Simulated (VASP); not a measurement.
# GdN (F-43m) in VASP: further runs

The runs below take GdN through electric field gradients, vibrations by perturbation theory, with PBEsol.

Program: VASP 6.6.1. These are calculated values, not measurements. Logs are shortened: lines on timing, memory, paths and dates and some standing lists are left out, and cuts for length are marked.

**1. The cell of the first run**

The structure is cubic, space group F-43m (No. 216). Conventional cell: a = 5.273 Å, b = 5.273 Å, c = 5.273 Å, α = 90.00°, β = 90.00°, γ = 90.00°. Gd (site symmetry -43m) has 4 N at 2.28 Å within 3.0 Å. Within 3.0 Å of N (site symmetry -43m) lie 4 Gd at 2.28 Å.

**2. Electric field gradients, PBEsol, collinear spin, ferromagnetic start**

INCAR reads:

```
PREC = Accurate
ENCUT = 520
EDIFF = 1E-8
ISMEAR = 0
SIGMA = 0.05
LREAL = F
LASPH = T
NELM = 150
ALGO = Normal
ISIF = 2
LWAVE = F
LCHARG = F
ISPIN = 2
MAGMOM = 7.45 0
LORBIT = 11
LMAXMIX = 6
GGA = PS
LEFG = T
NBANDS = 22
```

KPOINTS reads:

```
Automatic mesh
0
Gamma
  10 10 10
```

POSCAR reads:

```
GdN
1.0
    0.0000000000      2.6367146758      2.6367146758
    2.6367146758      0.0000000000      2.6367146758
    2.6367146758      2.6367146758      0.0000000000
Gd N
1 1
Direct
    0.0000000000      0.0000000000      0.0000000000
    0.2500000000      0.2500000000      0.2500000000
```

Potentials or basis: VASP PAW PBE potentials, release 64 (Gd, N).

Run with:

```sh
$ cat potpaw_PBE.64/Gd/POTCAR potpaw_PBE.64/N/POTCAR > POTCAR
$ mpirun -np 1 vasp_std > vasp.out
```

OUTCAR:

```text
PREC = Accurate
   ENCUT = 520
   EDIFF = 1E-8
   ISMEAR = 0
   LREAL = F
   LASPH = T
   NELM = 150
   ISIF = 2
   ISPIN = 2
   LORBIT = 11
   GGA = PS

 ion  position               nearest neighbor table
   1  0.000  0.000  0.000-   2 2.28   2 2.28   2 2.28   2 2.28
   2  0.250  0.250  0.250-   1 2.28   1 2.28   1 2.28   1 2.28

  LATTYP: Found a face centered cubic cell.
 ALAT       =     5.2734293516

  Lattice vectors:

 A1 = (   0.0000000000,   2.6367146758,   2.6367146758)
 A2 = (   2.6367146758,   0.0000000000,   2.6367146758)
 A3 = (   2.6367146758,   2.6367146758,   0.0000000000)

Analysis of symmetry for initial positions (statically):
=====================================================================
 Subroutine PRICEL returns:
 Original cell was already a primitive cell.

 Routine SETGRP: Setting up the symmetry group for a
 face centered cubic supercell.

 Subroutine GETGRP returns: Found 24 space group operations
 (whereof 24 operations were pure point group operations)
 out of a pool of 48 trial point group operations.

The static configuration has the point symmetry T_d .

Analysis of symmetry for dynamics (positions and initial velocities):
=====================================================================
 Subroutine PRICEL returns:
 Original cell was already a primitive cell.

 Routine SETGRP: Setting up the symmetry group for a
 face centered cubic supercell.

 Subroutine GETGRP returns: Found 24 space group operations
 (whereof 24 operations were pure point group operations)
 out of a pool of 48 trial point group operations.

The dynamic configuration has the point symmetry T_d .

Analysis of structural, dynamic, and magnetic symmetry:
=====================================================================
 Subroutine PRICEL returns:
 Original cell was already a primitive cell.

 Routine SETGRP: Setting up the symmetry group for a
 face centered cubic supercell.

 Subroutine GETGRP returns: Found 24 space group operations
 (whereof 24 operations were pure point group operations)
 out of a pool of 48 trial point group operations.

The overall configuration has the point symmetry T_d .

 Subroutine INISYM returns: Found 24 space group operations
 (whereof 24 operations are pure point group operations),
 and found     1 'primitive' translations

----------------------------------------------------------------------------------------

                                     Primitive cell

  volume of cell :      36.6623

  direct lattice vectors                    reciprocal lattice vectors
     0.000000000  2.636714676  2.636714676    -0.189629923  0.189629923  0.189629923
     2.636714676  0.000000000  2.636714676     0.189629923 -0.189629923  0.189629923
     2.636714676  2.636714676  0.000000000     0.189629923  0.189629923 -0.189629923

  length of vectors
     3.728877655  3.728877655  3.728877655     0.328448661  0.328448661  0.328448661

  position of ions in fractional coordinates (direct lattice)
     0.000000000  0.000000000  0.000000000
     0.250000000  0.250000000  0.250000000

  ion indices of the primitive-cell ions
   primitive index   ion index
                 1           1
                 2           2

----------------------------------------------------------------------------------------

 KPOINTS: Automatic mesh

Automatic generation of k-mesh.
 Grid dimensions read from file:
 generate k-points for:   10   10   10

 Generating k-lattice:

  Cartesian coordinates                     Fractional coordinates (reciprocal lattice)
    -0.018962992  0.018962992  0.018962992     0.100000000  0.000000000  0.000000000
     0.018962992 -0.018962992  0.018962992     0.000000000  0.100000000  0.000000000
     0.018962992  0.018962992 -0.018962992     0.000000000  0.000000000  0.100000000

  Length of vectors
     0.032844866  0.032844866  0.032844866

  Shift w.r.t. Gamma in fractional coordinates (k-lattice)
     0.000000000  0.000000000  0.000000000

 Subroutine IBZKPT returns following result:
 ===========================================

 Found     47 irreducible k-points:

 Following reciprocal coordinates:
            Coordinates               Weight
  0.000000  0.000000  0.000000      1.000000
  0.100000  0.000000  0.000000      8.000000
  0.200000  0.000000  0.000000      8.000000
  0.300000  0.000000  0.000000      8.000000
  0.400000  0.000000  0.000000      8.000000
  0.500000  0.000000  0.000000      4.000000
[... 16 lines left out ...]
  0.300000  0.300000  0.000000      6.000000
  0.400000  0.300000  0.000000     24.000000
 [... further k-points ...]
   k-points           NKPTS =     47   k-points in BZ     NKDIM =     47   number of bands    NBANDS=     22
   number of dos      NEDOS =    301   number of ions     NIONS =      2
   total plane-waves  NPLWV =  21952
   dimension x,y,z NGX =    28 NGY =   28 NGZ =   28
   dimension x,y,z NGXF=    56 NGYF=   56 NGZF=   56
   ions per type =               1   1
   NGX,Y,Z   is equivalent  to a cutoff of  12.48, 12.48, 12.48 a.u.
   NGXF,Y,Z  is equivalent  to a cutoff of  24.97, 24.97, 24.97 a.u.
 SYSTEM =  unknown system
   PREC   = accura    normal or accurate (medium, high low for compatibility)
   ISTART =      0    job   : 0-new  1-cont  2-samecut
   ICHARG =      2    charge: 1-file 2-atom 10-const
   ISPIN  =      2    spin polarized calculation?
   LNONCOLLINEAR =      F non collinear calculations
   LSORBIT =      F    spin-orbit coupling
   LASPH  =      T    aspherical Exc in radial PAW
   ENCUT  =  520.0 eV  38.22 Ry    6.18 a.u.   6.93  6.93  6.93*2*pi/ulx,y,z
   NELM   =    150;   NELMIN=  2; NELMDL= -5     # of ELM steps
   EDIFF  = 0.1E-07   stopping-criterion for ELM
   LREAL  =      F    real-space projection
   EDIFFG = 0.1E-06   stopping-criterion for IOM
   NSW    =      0    number of steps for IOM
   IBRION =     -1    ionic relax: 0-MD 1-quasi-New 2-CG
   NFREE  =      0    steps in history (QN), initial steepest desc. (CG)
   ISIF   =      2    stress and relaxation
   ISYM   =      2    0-nonsym 1-usesym 2-fastsym
   POTIM  = 0.5000    time-step for ionic-motion
   TEBEG  =    0.0;   TEEND  =   0.0 temperature during run
   PSTRESS=    0.0 pullay stress
   NELECT =      23.0000    total number of electrons
   NUPDOWN=      -1.0000    fix difference up-down
   EMIN   =  10.00;   EMAX   =-10.00  energy-range for DOS
   EFERMI =   0.00;   METHOD = LEGACY
   ISMEAR =     0;   SIGMA  =   0.05  broadening in eV -4-tet -1-fermi 0-gaus
   EFERMI_NEDOS =   21; number of points for ismear=-14 and -15
   IALGO  =     38    algorithm
   IMIX   =      4    mixing-type and parameters
     AMIX     =   0.40;   BMIX     =  1.00
     AMIX_MAG =   1.60;   BMIX_MAG =  1.00
  volume/ion in A,a.u.               =      18.33       123.70
  Fermi-wavevector in a.u.,A,eV,Ry     =   1.401450  2.648357 26.722691  1.964062
  Thomas-Fermi vector in A             =   2.524310
   LORBIT       =     11    0 simple, 1 ext, 2 COOP (PROOUT), +10 PAW based schemes
   GGA     = PS    functional components
   LHFCALC =     F    Hartree Fock is set to
   AEXX    =    0.0000 exact exchange contribution
   IVDW    =     0    specifies the selected vdW correction
   LEPSILON=     F    determine dielectric tensor
   LRPA    =     F    only Hartree local field effects (RPA)
 spin polarized calculation
 Gauss-broadening in eV      SIGMA  =   0.05
  energy-cutoff  :      520.00
  volume of cell :       36.66
 maximum number of plane-waves:       999
   NGX = 13   NGY = 13   NGZ = 13

 number of electron      23.0000005 magnetization       6.9997667

 Free energy of the ion-electron system (eV)
  ---------------------------------------------------
  ext. energy  EPLUGINS =         0.00000000
  ---------------------------------------------------
  free energy    TOTEN  =       -23.57411597 eV

  energy without entropy =      -23.57411597  energy(sigma->0) =      -23.57411597

 E-fermi :   2.4896     XC(G=0): -10.6451

 val. band max:        2.1354953517   @ k =   0.5000   0.5000   0.0000
 cond. band min:       3.2518365018   @ k =   0.0000   0.0000   0.0000
 fundamental gap:      1.1163411500
 Fermi energy:         2.4896433575

 spin component 1

 k-point     1 :       0.0000    0.0000    0.0000
  band No.  band energies     occupation
      1     -40.8937      1.00000
      2     -18.1098      1.00000
      3     -18.1098      1.00000
      4     -18.1098      1.00000
      5     -10.0514      1.00000
      6      -0.8024      1.00000
[... 14 lines left out ...]
     21      10.6882      0.00000
     22      16.5625      0.00000

 k-point     2 :       0.1000    0.0000    0.0000
  band No.  band energies     occupation
      1     -40.8888      1.00000
      2     -18.1997      1.00000
      3     -18.1194      1.00000
      4     -18.1194      1.00000
      5      -9.9408      1.00000
      6      -0.8206      1.00000
[... 542 lines left out ...]
 k-point    24 :       0.4000    0.3000    0.0000
  band No.  band energies     occupation
      1     -40.8389      1.00000
      2     -18.8098      1.00000
      3     -18.3329      1.00000
      4     -18.3069      1.00000
      5      -9.0146      1.00000
      6      -1.1426      1.00000
[... 14 lines left out ...]
     21      11.2065      0.00000
     22      14.8032      0.00000

 [... further k-points ...]

 spin component 2

 k-point     1 :       0.0000    0.0000    0.0000
  band No.  band energies     occupation
      1     -37.8188      1.00000
      2     -15.8981      1.00000
      3     -15.8980      1.00000
      4     -15.8980      1.00000
      5      -9.9939      1.00000
      6       0.1682      1.00000
[... 14 lines left out ...]
     21      11.4980      0.00000
     22      16.9651      0.00000

 k-point     2 :       0.1000    0.0000    0.0000
  band No.  band energies     occupation
      1     -37.8123      1.00000
      2     -16.0306      1.00000
      3     -15.9105      1.00000
      4     -15.9105      1.00000
      5      -9.8525      1.00000
      6       0.0494      1.00000
[... 542 lines left out ...]
 k-point    24 :       0.4000    0.3000    0.0000
  band No.  band energies     occupation
      1     -37.7453      1.00000
      2     -16.8864      1.00000
      3     -16.1878      1.00000
      4     -16.1530      1.00000
      5      -8.7484      1.00000
      6      -0.6398      1.00000
[... 14 lines left out ...]
     21      12.1497      0.00000
     22      15.4845      0.00000

 [... further k-points ...]

------------------------ aborting loop because EDIFF is reached ----------------------------------------

  FORCE on cell =-STRESS in cart. coord.  units (eV):
  Direction    XX          YY          ZZ          XY          YZ          ZX
  --------------------------------------------------------------------------------------
  -------------------------------------------------------------------------------------
  Total        0.0314438      0.0314438      0.0314438      0.0000000      0.0000000      0.0000000
  in kB        1.3741235      1.3741235      1.3741235      0.0000000      0.0000000      0.0000000
  external PRESSURE =       1.3741235 kB  Pullay stress =       0.0000000 kB

 VOLUME and BASIS-vectors are now :
 -----------------------------------------------------------------------------
  energy-cutoff  :      520.00
  volume of cell :       36.66
      direct lattice vectors                 reciprocal lattice vectors
     0.000000000  2.636714676  2.636714676    -0.189629923  0.189629923  0.189629923
     2.636714676  0.000000000  2.636714676     0.189629923 -0.189629923  0.189629923
     2.636714676  2.636714676  0.000000000     0.189629923  0.189629923 -0.189629923

 POSITION                                       TOTAL-FORCE (eV/Angst)
 -----------------------------------------------------------------------------------
      0.00000      0.00000      0.00000        -0.000000      0.000000     -0.000000
      1.31836      1.31836      1.31836         0.000000     -0.000000      0.000000
 -----------------------------------------------------------------------------------
    total drift:                               -0.000000     -0.000000     -0.000000

  FREE ENERGIE OF THE ION-ELECTRON SYSTEM (eV)
  ---------------------------------------------------
  free  energy   TOTEN  =       -23.5741159668 eV

  energy  without entropy=      -23.5741159668  energy(sigma->0) =      -23.57411597

 Electric field gradients (V/A^2)
---------------------------------------------------------------------
 ion       V_xx      V_yy      V_zz      V_xy      V_xz      V_yz
---------------------------------------------------------------------
   1       0.000    -0.000     0.000     0.002     0.002     0.002
   2       0.000    -0.000    -0.000     0.001     0.001     0.001
---------------------------------------------------------------------

 Electric field gradients after diagonalization (V/A^2)
 (convention: |V_zz| > |V_xx| > |V_yy|)
----------------------------------------------------------------------
 ion       V_xx      V_yy      V_zz     asymmetry (V_yy - V_xx)/ V_zz
----------------------------------------------------------------------
   1      -0.002    -0.002     0.004       0.000
   2      -0.001    -0.001     0.002       0.000
----------------------------------------------------------------------

           NMR quadrupolar parameters

 Cq : quadrupolar parameter    Cq=e*Q*V_zz/h
 eta: asymmetry parameters     (V_yy - V_xx)/ V_zz
 Q  : nuclear electric quadrupole moment in mb (millibarn)
----------------------------------------------------------------------
 ion       Cq(MHz)       eta       Q (mb)
----------------------------------------------------------------------
   1       0.000       0.000       1.000
   2       0.000       0.000       1.000
----------------------------------------------------------------------

 total charge

# of ion       s       p       d       f       tot
--------------------------------------------------
    1        2.046   5.618   0.624   7.002  15.289
    2        1.256   2.413   0.000   0.000   3.669
--------------------------------------------------
tot          3.303   8.030   0.624   7.002  18.958

 magnetization (x)

# of ion       s       p       d       f       tot
--------------------------------------------------
    1        0.001  -0.070   0.068   6.792   6.791
    2       -0.008  -0.049   0.000   0.000  -0.056
--------------------------------------------------
tot         -0.006  -0.119   0.068   6.792   6.735
```

It took 4.6 min on 1 thread of Intel Xeon Platinum 8124M at 3.00GHz (Skylake/Cascade Lake), shared host; peak memory 0.22 GiB.

Results:

- Free energy: -23.5741 eV
- Pressure: 0.1 GPa
- Band gap on the k mesh: 1.12 eV (least direct gap 1.80 eV)
- Net moment: 7.00 μB per cell
- Site moments: Gd +6.79; N -0.06 μB
- Largest electric field gradient by atom: zero within the noise of the run
- Valence electrons inside the program's atomic spheres: Gd 15.29; N 3.67

Caveat: the PAW data sets were made with another functional, which shifts forces and pressure a little; spin-orbit coupling is left out, which moves the levels of the heavy elements; a cell with one magnetic atom can't hold antiferromagnetic order, which such compounds often take; semilocal functionals describe open f shells poorly, which spoils levels, moments and volumes. A k mesh can miss the band edges.

[end of part 1 of 2]
